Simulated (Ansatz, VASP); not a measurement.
**Two plane-wave programs on MgO**

```
Mg O
1.0
     0.00000    2.06103    2.06103
     2.06103    0.00000    2.06103
     2.06103    2.06103    0.00000
Mg O
1 1
Direct
  0.00000 0.00000 0.00000
  0.50000 0.50000 0.50000
```

Alike in both runs: task single point; functional PBE; k mesh 10 × 10 × 10; occupations gaussian, width 0.02 eV; no spin polarisation.

```csv
,VASP,Ansatz
version,VASP 6.6.1,Ansatz 0.2.0
potentials or method,"VASP PAW PBE potentials, release 64 (Mg, O), cutoff 520 eV","scalar-relativistic, plane waves, PAW"
valence electrons in the cell,8,16
```

VASP gave:

```
gap on the k mesh at the Fermi level (eV) : 5.38
least direct gap on the mesh (eV)         : 5.38
pressure (GPa)                            : 16.4
```

Estimate Ansatz's values.

gap on the k mesh at the Fermi level (eV): 5.40; least direct gap on the mesh (eV): 5.40; pressure (GPa): 17.1.

VASP's potentials hold 8 valence electrons a cell and Ansatz's 16, so a difference there can come from the potentials and not from the codes.
